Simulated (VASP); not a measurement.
## Na: single point with PBEsol

The system is Na.

```
Na
1.0
     3.76700    0.00000    0.00000
    -1.88350    3.26232    0.00000
     0.00000    0.00000    6.15400
Na
2
Direct
  0.66667 0.33333 0.75000
  0.33333 0.66667 0.25000
```

This isn't the form of Na at room conditions, which is bcc.

```yaml
Program: VASP 6.6.1
Task: single point
Functional: PBEsol
Potentials_or_basis: VASP PAW PBE potentials, release 64 (Na_sv)
Cutoff: 840 eV
k_mesh: 5 × 5 × 3
Occupations: fermi-dirac, width 0.05 eV
Spin: no spin polarisation
Dipole_correction: no
k_mesh_for_the_DOS: 8 × 8 × 5
Occupations_for_the_DOS: tetrahedron
Further_INCAR_settings: ALGO = Normal; EDIFF = 1e-06; NBANDS = 16
```

```
Valence electrons inside the program's atomic spheres : Na 7.54
```

Levels at points of the mesh, in eV from the Fermi level:
| k point | band 7 | band 8 | band 9 | band 10 | band 11 | band 12 |
| --- | --- | --- | --- | --- | --- | --- |
| (0.00, 0.00, 0.00) | -24.85 | -24.85 | -3.25 | 0.52 | 0.93 | 9.86 |
| (0.50, 0.00, 0.00) | -24.86 | -24.85 | 0.21 | 0.33 | 3.80 | 3.80 |

Run time: 62 s on 1 thread of Intel(R) Xeon(R) 6975P-C (Granite Rapids) (shared host), peak memory 0.24 GiB.

Caveat: the k points lie up to 0.39 Å⁻¹ apart.
